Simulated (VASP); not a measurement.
**PbO: single point with r2SCAN**

PbO:

```
CELL_PARAMETERS angstrom
3.97440 0.00000 0.00000
0.00000 3.97440 0.00000
0.00000 0.00000 5.02200
ATOMIC_POSITIONS crystal
Pb 0.00000 0.50000 0.23598
Pb 0.50000 0.00000 0.76402
O 0.00000 0.00000 0.00000
O 0.50000 0.50000 0.00000
```

| Item | Value |
| --- | --- |
| Program | VASP 6.6.1 |
| Task | single point |
| Functional | r2SCAN |
| Potentials or basis | VASP PAW PBE potentials, release 64 (Pb_d, O) |
| Cutoff | 520 eV |
| k mesh | 8 × 8 × 7 |
| Occupations | fermi-dirac, width 0.01 eV |
| Spin | no spin polarisation |
| Dipole correction | no |
| Further INCAR settings | ALGO = Normal; EDIFF = 1e-06; NBANDS = 28 |

The pressure is 1.8 GPa and the largest force is 0.112 eV/Å. The band gap on the k mesh is 1.54 eV (least direct gap 2.70 eV).

Forces in eV/Å, atoms in the order of the input:
```
Pb   0.000  0.000  0.112
Pb   0.000  0.000 -0.112
O    0.000  0.000  0.000
O    0.000  0.000  0.000
```

Stress tensor (GPa, compression positive):
```
1.95 0.00 0.00
0.00 1.95 0.00
0.00 0.00 1.64
```

Levels at points of the mesh, in eV from the valence-band top:
```
           k point  band 18  band 19  band 20  band 21  band 22  band 23
(0.00, 0.00, 0.00)    -1.81    -1.81     0.00     2.79     5.84     6.07
(0.50, 0.00, 0.00)    -3.17    -1.74    -1.74     3.76     3.76     7.04
(0.50, 0.50, 0.00)    -1.76    -1.17    -1.17     1.54     1.54     5.68
```

Run time: 9.6 min on 1 thread of Intel Xeon 8259CL (shared host), peak memory 0.27 GiB.

Caveat: the PAW data sets were made with another functional, which shifts forces and pressure a little; spin-orbit coupling is left out, which moves the levels of the heavy elements. A k mesh can miss the band edges.
